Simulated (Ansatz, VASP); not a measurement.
## BN: VASP beside Ansatz

Contents of INCAR:

```
ALGO = Normal
EDIFF = 1E-7
ENCUT = 520
GGA = PE
ISIF = 2
ISMEAR = -1
LASPH = T
LCHARG = F
LREAL = F
LWAVE = F
NBANDS = 11
NELM = 60
PREC = Accurate
SIGMA = 0.03
```

The input KPOINTS:

```
k-points
0
Gamma
  13 13 13
```

File POSCAR:

```
BN
1.0
    0.0000000000      1.8617250000      1.8075000000
    1.8617250000      0.0000000000      1.8075000000
    1.8617250000      1.8617250000      0.0000000000
B N
1 1
Direct
    0.0000000000      0.0000000000      0.0000000000
    0.7500000000      0.7500000000      0.7500000000
```

Input for Ansatz:

```yaml
crystal:
  lattice:
    - [0.0, 1.861725, 1.8075]
    - [1.861725, 0.0, 1.8075]
    - [1.861725, 1.861725, 0.0]
  atoms:
    - { symbol: B, position: [0.0, 0.0, 0.0] }
    - { symbol: "N", position: [0.75, 0.75, 0.75] }
kpoints:
  mp_grid: { grid: [13, 13, 13] }
  band_path:
    path:
      - [0.0, 0.0, 0.0]
      - [0.0, 0.5, 0.5]
      - [0.25, 0.75, 0.5]
      - [0.0, 0.5, 0.0]
      - [0.0, 0.0, 0.0]
      - [0.5, 0.5, 0.0]
      - [0.3826125, 0.6173875, 0.0]
      - [-0.3826125, 0.3826125, 0.0]
      - [0.0, 0.0, 0.0]
    npoints: 5
scf:
  occupations: { method: fermi_dirac, width: 0.03 }
hamiltonian:
  xc: pbe
  pseudopotentials: { kind: all_electron, lapw: { basis_error: 0.001 } }
output:
  forces: true
  stress: true
  eigenvalues: true
```

Change from the starting cell: equal xx and yy strain of +3 %.

Alike in both runs: task single point; functional PBE; k mesh 13 × 13 × 13; occupations fermi-dirac, width 0.03 eV; no spin polarisation.

|  | VASP | Ansatz |
| --- | --- | --- |
| version | VASP 6.6.1 | Ansatz 0.2.0 |
| potentials or method | VASP PAW PBE potentials, release 64 (B, N), cutoff 520 eV | all-electron LAPW, scalar-relativistic |

```tsv
	VASP	Ansatz	Ansatz less VASP
gap on the k mesh at the Fermi level (eV)	3.98	3.99	+0.007
pressure (GPa)	-17.2	-17.3	-0.12
traceless stress, the component that is largest in VASP (GPa)	11.00	11.01	+0.007
```

Ansatz ran all-electron here, and VASP with PAW potentials.
